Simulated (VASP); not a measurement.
# ZnSe (F-43m) in VASP: a series of runs, part 3 of 3

VASP 6.6.1. The steps go on from the part before.

## 5. Single point, r2SCAN

POSCAR reads:

```
ZnSe
1.0
    0.0000000000      2.8324206805      2.8324206805
    2.8324206805      0.0000000000      2.8324206805
    2.8324206805      2.8324206805      0.0000000000
Zn Se
1 1
Direct
    0.0000000000      0.0000000000      0.0000000000
    0.2500000000      0.2500000000      0.2500000000
```

INCAR.step1 reads:

```
PREC = Accurate
ENCUT = 520
ISMEAR = 0
SIGMA = 0.01
LREAL = F
LASPH = T
NELM = 80
NBANDS = 16
ISYM = 0
GGA = PE
ALGO = Normal
EDIFF = 1E-4
LWAVE = T
LCHARG = F
```

INCAR.step2 reads:

```
PREC = Accurate
ENCUT = 520
EDIFF = 1E-6
ISMEAR = 0
SIGMA = 0.01
LREAL = F
LASPH = T
NELM = 80
ALGO = Normal
ISIF = 2
LWAVE = F
LCHARG = F
METAGGA = R2SCAN
LMIXTAU = T
NBANDS = 16
ISYM = 0
ISTART = 1
```

KPOINTS reads:

```
Automatic mesh
0
Gamma
  6 6 6
  0.5 0.5 0.5
```

Potentials or basis: VASP PAW PBE potentials, release 64 (Zn, Se).

Started as:

```
> cat potpaw_PBE.64/Zn/POTCAR potpaw_PBE.64/Se/POTCAR > POTCAR
> cp INCAR.step1 INCAR
> mpirun -np 1 vasp_std > vasp.out
> cp INCAR.step2 INCAR
> mpirun -np 1 vasp_std > vasp.out
```

OUTCAR:

```text
PREC = Accurate
   ENCUT = 520
   EDIFF = 1E-6
   ISMEAR = 0
   LREAL = F
   LASPH = T
   NELM = 80
   ISIF = 2
   METAGGA = R2SCAN
   ISYM = 0
   ISTART = 1

 ion  position               nearest neighbor table
   1  0.000  0.000  0.000-   2 2.45   2 2.45   2 2.45   2 2.45
   2  0.250  0.250  0.250-   1 2.45   1 2.45   1 2.45   1 2.45

IMPORTANT INFORMATION: All symmetrisations will be switched off!
NOSYMM: (Re-)initialisation of all symmetry stuff for point group C_1.

----------------------------------------------------------------------------------------

                                     Primitive cell

  volume of cell :      45.4468

  direct lattice vectors                    reciprocal lattice vectors
     0.000000000  2.832420680  2.832420680    -0.176527450  0.176527450  0.176527450
     2.832420680  0.000000000  2.832420680     0.176527450 -0.176527450  0.176527450
     2.832420680  2.832420680  0.000000000     0.176527450  0.176527450 -0.176527450

  length of vectors
     4.005647741  4.005647741  4.005647741     0.305754512  0.305754512  0.305754512

  position of ions in fractional coordinates (direct lattice)
     0.000000000  0.000000000  0.000000000
     0.250000000  0.250000000  0.250000000

  ion indices of the primitive-cell ions
   primitive index   ion index
                 1           1
                 2           2

----------------------------------------------------------------------------------------

 KPOINTS: Automatic mesh

Automatic generation of k-mesh.
 Grid dimensions read from file:
 generate k-points for:    6    6    6

 Generating k-lattice:

  Cartesian coordinates                     Fractional coordinates (reciprocal lattice)
    -0.029421242  0.029421242  0.029421242     0.166666667  0.000000000  0.000000000
     0.029421242 -0.029421242  0.029421242     0.000000000  0.166666667  0.000000000
     0.029421242  0.029421242 -0.029421242     0.000000000  0.000000000  0.166666667

  Length of vectors
     0.050959085  0.050959085  0.050959085

  Shift w.r.t. Gamma in fractional coordinates (k-lattice)
     0.500000000  0.500000000  0.500000000

 Subroutine IBZKPT returns following result:
 ===========================================

 Found    432 irreducible k-points:

 Following reciprocal coordinates:
            Coordinates               Weight
  0.083333  0.083333  0.083333      2.000000
  0.083333  0.000000  0.000000      2.000000
  0.000000  0.000000 -0.083333      2.000000
  0.000000  0.083333  0.000000      2.000000
  0.250000  0.083333  0.083333      2.000000
  0.083333  0.250000  0.083333      2.000000
[... 16 lines left out ...]
  0.000000  0.333333 -0.083333      2.000000
  0.333333  0.000000 -0.083333      2.000000
 [... further k-points ...]
   k-points           NKPTS =    432   k-points in BZ     NKDIM =    432   number of bands    NBANDS=     16
   number of dos      NEDOS =    301   number of ions     NIONS =      2
   total plane-waves  NPLWV =  27000
   dimension x,y,z NGX =    30 NGY =   30 NGZ =   30
   dimension x,y,z NGXF=    60 NGYF=   60 NGZF=   60
   ions per type =               1   1
   NGX,Y,Z   is equivalent  to a cutoff of  12.45, 12.45, 12.45 a.u.
   NGXF,Y,Z  is equivalent  to a cutoff of  24.90, 24.90, 24.90 a.u.
 SYSTEM =  unknown system
   PREC   = accura    normal or accurate (medium, high low for compatibility)
   ISTART =      1    job   : 0-new  1-cont  2-samecut
   ICHARG =      0    charge: 1-file 2-atom 10-const
   ISPIN  =      1    spin polarized calculation?
   LNONCOLLINEAR =      F non collinear calculations
   LSORBIT =      F    spin-orbit coupling
   LASPH  =      T    aspherical Exc in radial PAW
   ENCUT  =  520.0 eV  38.22 Ry    6.18 a.u.   7.45  7.45  7.45*2*pi/ulx,y,z
   NELM   =     80;   NELMIN=  2; NELMDL=  0     # of ELM steps
   EDIFF  = 0.1E-05   stopping-criterion for ELM
   LREAL  =      F    real-space projection
   EDIFFG = 0.1E-04   stopping-criterion for IOM
   NSW    =      0    number of steps for IOM
   IBRION =     -1    ionic relax: 0-MD 1-quasi-New 2-CG
   NFREE  =      0    steps in history (QN), initial steepest desc. (CG)
   ISIF   =      2    stress and relaxation
   ISYM   =      0    0-nonsym 1-usesym 2-fastsym
   POTIM  = 0.5000    time-step for ionic-motion
   TEBEG  =    0.0;   TEEND  =   0.0 temperature during run
   PSTRESS=    0.0 pullay stress
   NELECT =      18.0000    total number of electrons
   NUPDOWN=      -1.0000    fix difference up-down
   EMIN   =  10.00;   EMAX   =-10.00  energy-range for DOS
   EFERMI =   0.00;   METHOD = LEGACY
   ISMEAR =     0;   SIGMA  =   0.01  broadening in eV -4-tet -1-fermi 0-gaus
   EFERMI_NEDOS =   21; number of points for ismear=-14 and -15
   IALGO  =     38    algorithm
   IMIX   =      4    mixing-type and parameters
     AMIX     =   0.40;   BMIX     =  1.00
     AMIX_MAG =   1.60;   BMIX_MAG =  1.00
  volume/ion in A,a.u.               =      22.72       153.35
  Fermi-wavevector in a.u.,A,eV,Ry     =   1.202259  2.271939 19.666213  1.445426
  Thomas-Fermi vector in A             =   2.338045
   LORBIT       =      0    0 simple, 1 ext, 2 COOP (PROOUT), +10 PAW based schemes
   METAGGA = R2SCAN    functional components
   LHFCALC =     F    Hartree Fock is set to
   AEXX    =    0.0000 exact exchange contribution
   IVDW    =     0    specifies the selected vdW correction
   LEPSILON=     F    determine dielectric tensor
   LRPA    =     F    only Hartree local field effects (RPA)
 non-spin polarized calculation
 Gauss-broadening in eV      SIGMA  =   0.01
  energy-cutoff  :      520.00
  volume of cell :       45.45
 maximum number of plane-waves:      1242
 NGX is ok and might be reduce to    30
   NGX = 15   NGY = 15   NGZ = 15

 number of electron      18.0000011 magnetization

 Free energy of the ion-electron system (eV)
  ---------------------------------------------------
  ext. energy  EPLUGINS =         0.00000000
  ---------------------------------------------------
  free energy    TOTEN  =       -24.90971919 eV

  energy without entropy =      -24.90971919  energy(sigma->0) =      -24.90971919

 E-fermi :   1.2960     XC(G=0):  -9.9273

 val. band max:        1.2386888537   @ k =   0.0000   0.0000  -0.0833
 cond. band min:       3.7295786266   @ k =   0.0833   0.0833   0.0833
 fundamental gap:      2.4908897729
 Fermi energy:         1.2959599417

 k-point     1 :       0.0833    0.0833    0.0833
  band No.  band energies     occupation
      1     -12.3658      2.00000
      2      -5.3848      2.00000
      3      -5.3804      2.00000
      4      -5.3804      2.00000
      5      -4.9803      2.00000
      6      -4.9803      2.00000
[... 8 lines left out ...]
     15      12.8592      0.00000
     16      12.8592      0.00000

 k-point     2 :       0.0833    0.0000    0.0000
  band No.  band energies     occupation
      1     -12.3658      2.00000
      2      -5.3848      2.00000
      3      -5.3804      2.00000
      4      -5.3804      2.00000
      5      -4.9803      2.00000
      6      -4.9803      2.00000
[... 8 lines left out ...]
     15      12.8592      0.00000
     16      12.8592      0.00000

 k-point     3 :       0.0000    0.0000   -0.0833
  band No.  band energies     occupation
      1     -12.3658      2.00000
      2      -5.3848      2.00000
      3      -5.3804      2.00000
      4      -5.3804      2.00000
      5      -4.9803      2.00000
      6      -4.9803      2.00000
[... 8 lines left out ...]
     15      12.8592      0.00000
     16      12.8592      0.00000
[... 362 lines left out ...]
 k-point    23 :       0.0000    0.3333   -0.0833
  band No.  band energies     occupation
      1     -11.7353      2.00000
      2      -5.2998      2.00000
      3      -5.2979      2.00000
      4      -5.1390      2.00000
      5      -4.9802      2.00000
      6      -4.9574      2.00000
[... 8 lines left out ...]
     15      12.8078      0.00000
     16      14.4630      0.00000

 k-point    24 :       0.3333    0.0000   -0.0833
  band No.  band energies     occupation
      1     -11.7353      2.00000
      2      -5.2998      2.00000
      3      -5.2979      2.00000
      4      -5.1390      2.00000
      5      -4.9802      2.00000
      6      -4.9574      2.00000
[... 8 lines left out ...]
     15      12.8078      0.00000
     16      14.4630      0.00000

 [... further k-points ...]

------------------------ aborting loop because EDIFF is reached ----------------------------------------

  FORCE on cell =-STRESS in cart. coord.  units (eV):
  Direction    XX          YY          ZZ          XY          YZ          ZX
  --------------------------------------------------------------------------------------
  -------------------------------------------------------------------------------------
  Total        0.0303790      0.0303793      0.0303740     -0.0005759     -0.0005756     -0.0005760
  in kB        1.0709795      1.0709903      1.0708016     -0.0203021     -0.0202915     -0.0203061
  external PRESSURE =       1.0709238 kB  Pullay stress =       0.0000000 kB

 VOLUME and BASIS-vectors are now :
 -----------------------------------------------------------------------------
  energy-cutoff  :      520.00
  volume of cell :       45.45
      direct lattice vectors                 reciprocal lattice vectors
     0.000000000  2.832420680  2.832420680    -0.176527450  0.176527450  0.176527450
     2.832420680  0.000000000  2.832420680     0.176527450 -0.176527450  0.176527450
     2.832420680  2.832420680  0.000000000     0.176527450  0.176527450 -0.176527450

 POSITION                                       TOTAL-FORCE (eV/Angst)
 -----------------------------------------------------------------------------------
      0.00000      0.00000      0.00000         0.000235      0.000238      0.000238
      1.41621      1.41621      1.41621        -0.000235     -0.000238     -0.000238
 -----------------------------------------------------------------------------------
    total drift:                                0.000143      0.000142      0.000143

  FREE ENERGIE OF THE ION-ELECTRON SYSTEM (eV)
  ---------------------------------------------------
  free  energy   TOTEN  =       -24.9097191920 eV

  energy  without entropy=      -24.9097191920  energy(sigma->0) =      -24.90971919
```

OSZICAR.step1:

```text
N       E                     dE             d eps       ncg     rms          rms(c)
DAV:   1     0.870596759204E+02    0.87060E+02   -0.87813E+03 13848   0.129E+03
DAV:   2    -0.865360535909E+00   -0.87925E+02   -0.82660E+02 15616   0.251E+02
DAV:   3    -0.626518640435E+01   -0.53998E+01   -0.53800E+01 16800   0.607E+01
DAV:   4    -0.630756695302E+01   -0.42381E-01   -0.42377E-01 16944   0.580E+00
DAV:   5    -0.630776784494E+01   -0.20089E-03   -0.20089E-03 17552   0.359E-01    0.476E+00
DAV:   6    -0.603870525303E+01    0.26906E+00   -0.53261E-01 20912   0.239E+01    0.364E+00
DAV:   7    -0.601979396551E+01    0.18911E-01   -0.15561E-01 16512   0.351E+00    0.155E+00
DAV:   8    -0.601959131656E+01    0.20265E-03   -0.43655E-03 18144   0.662E-01    0.452E-01
DAV:   9    -0.601982219281E+01   -0.23088E-03   -0.10788E-03 16416   0.249E-01    0.664E-02
DAV:  10    -0.601992899848E+01   -0.10681E-03   -0.19015E-04 18184   0.102E-01    0.220E-02
DAV:  11    -0.601992217134E+01    0.68271E-05   -0.32656E-05  8504   0.483E-02
   1 F= -.60199222E+01 E0= -.60199222E+01  d E =-.239850E-46
```

It took 19 min on 1 thread of Intel Xeon Platinum 8259CL at 2.50GHz (Skylake/Cascade Lake), shared host; peak memory 0.43 GiB.

Results:

```yaml
Free_energy: -24.9097 eV
Pressure: 0.1 GPa
Band_gap_on_the_k_mesh: 2.49 eV, direct
```

Caveat: the PAW data sets were made with another functional, which shifts forces and pressure a little.

## 6. Single point, PBE-based global hybrid

POSCAR is that of step 5.

INCAR.step1 reads:

```
PREC = Accurate
ENCUT = 520
EDIFF = 1E-5
ISMEAR = 0
SIGMA = 0.01
LREAL = F
LASPH = T
NELM = 80
ALGO = Normal
ISIF = 2
LWAVE = T
NBANDS = 16
GGA = PE
```

INCAR.step2 reads:

```
PREC = Accurate
ENCUT = 520
EDIFF = 1E-6
ISMEAR = 0
SIGMA = 0.01
LREAL = F
LASPH = T
NELM = 80
ALGO = Normal
ISIF = 2
LWAVE = F
LCHARG = T
GGA = PE
LHFCALC = T
AEXX = 0.1
PRECFOCK = Normal
LELF = T
LVHAR = T
NBANDS = 16
ISTART = 1
```

KPOINTS reads:

```
Automatic mesh
0
Gamma
  4 4 4
```

Potentials or basis: VASP PAW PBE potentials, release 64 (Zn, Se).

Started as:

```
> cat potpaw_PBE.64/Zn/POTCAR potpaw_PBE.64/Se/POTCAR > POTCAR
> cp INCAR.step1 INCAR
> mpirun -np 1 vasp_std > vasp.out
> cp INCAR.step2 INCAR
> mpirun -np 1 vasp_std > vasp.out
```

Run time: 5.4 min. Hardware: 1 thread of Intel Xeon Platinum 8259CL at 2.50GHz (Skylake/Cascade Lake), shared host; peak memory 0.18 GiB.

Results (log left out):

* Free energy: -6.7280 eV
* Pressure: 2.1 GPa
* Band gap on the k mesh: 2.02 eV, direct

Levels at points of the mesh, in eV from the valence-band top:
| k point | band 7 | band 8 | band 9 | band 10 | band 11 | band 12 |
| --- | --- | --- | --- | --- | --- | --- |
| (0.00, 0.00, 0.00) | 0.00 | 0.00 | 0.00 | 2.02 | 6.54 | 6.54 |
| (0.50, 0.00, 0.00) | -5.39 | -0.89 | -0.89 | 3.26 | 7.11 | 7.11 |
| (0.50, 0.50, 0.00) | -4.96 | -2.26 | -2.26 | 3.60 | 4.15 | 11.63 |

Caveat: the k points lie up to 0.48 Å⁻¹ apart; the PAW data sets were made with another functional, which shifts forces and pressure a little.

## 7. Summary

```csv
level,k mesh,smearing,grid for exact exchange (PRECFOCK),share of exact exchange,gap on the mesh (eV),pressure (GPa)
r2SCAN+D3(BJ),6 × 6 × 6,gaussian 0.01 eV,-,-,1.87,-0.9
r2SCAN,6 × 6 × 6,gaussian 0.5 eV,-,-,1.87,0.1
r2SCAN,6 × 6 × 6,fermi-dirac 0.001 eV,-,-,1.87,0.1
r2SCAN,"6 × 6 × 6, shifted",gaussian 0.01 eV,-,-,2.49,0.1
PBE-based global hybrid,4 × 4 × 4,gaussian 0.01 eV,Normal,0.1,2.02,2.1
```

Alike in all rows: task single point; potentials or basis VASP PAW PBE potentials, release 64 (Zn, Se); no spin polarisation; cell as given; cutoff (eV) 520.

Caveats: some runs use coarse meshes; the PAW data sets were made with another functional, which shifts forces and pressure a little.

Total energies depend on the potentials used, so only differences within one code and one set of settings carry meaning.
